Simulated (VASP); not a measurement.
BaTiO3: single point with PBE

Crystal: BaTiO3.

```
Ba Ti O
1.0
     2.86488    1.65404    2.34823
    -2.86488    1.65404    2.34823
     0.00000   -3.30808    2.34823
Ba Ti O
1 1 3
Direct
  0.99543 0.99543 0.99543
  0.48124 0.48124 0.48124
  0.51134 0.51134 0.02195
  0.02195 0.51134 0.51134
  0.51134 0.02195 0.51134
```

This cell differs from its parent crystal: volume scaled by 1.04, then relaxed in part.

```yaml
Program: VASP 6.6.1
Task: single point
Functional: PBE
Potentials_or_basis: VASP PAW PBE potentials, release 64 (Ba_sv, Ti_sv, O)
Cutoff: 520 eV
k_mesh: 8 × 8 × 8
Occupations: fermi-dirac, width 0.02 eV
Spin: no spin polarisation
```

The pressure is 1.7 GPa, the largest force is 0.083 eV/Å and the band gap on the k mesh is 2.56 eV, indirect (least direct gap 3.06 eV).

Forces on the atoms (eV/Å):
```
Ba   0.000  0.000  0.040
Ti   0.000  0.000  0.083
O    0.000  0.030 -0.041
O   -0.026 -0.015 -0.041
O    0.026 -0.015 -0.041
```

Stress tensor (GPa, compression positive):
```
1.51 0.00 0.00
0.00 1.51 0.00
0.00 0.00 2.18
```

Levels at points of the mesh, in eV from the valence-band top:
| k point | band 17 | band 18 | band 19 | band 20 | band 21 | band 22 | band 23 | band 24 |
| --- | --- | --- | --- | --- | --- | --- | --- | --- |
| (0.00, 0.00, 0.00) | -1.00 | -0.67 | -0.54 | -0.54 | 2.56 | 2.56 | 2.72 | 4.47 |
| (0.50, 0.00, 0.00) | -1.64 | -1.53 | -1.04 | -0.89 | 2.71 | 3.71 | 3.86 | 4.43 |
| (0.50, 0.50, 0.00) | -1.59 | -0.91 | -0.85 | -0.09 | 3.80 | 3.82 | 4.12 | 4.88 |
| (0.50, 0.50, 0.50) | -2.32 | -0.04 | -0.04 | 0.00 | 4.15 | 4.38 | 4.38 | 6.41 |

Wall time 71 s on 1 thread of Intel(R) Xeon(R) Platinum 8488C (Sapphire Rapids), on a shared host, peak memory 0.25 GiB.

Caveat: spin-orbit coupling is left out, which moves the levels of the heavy elements. A k mesh can miss the band edges.
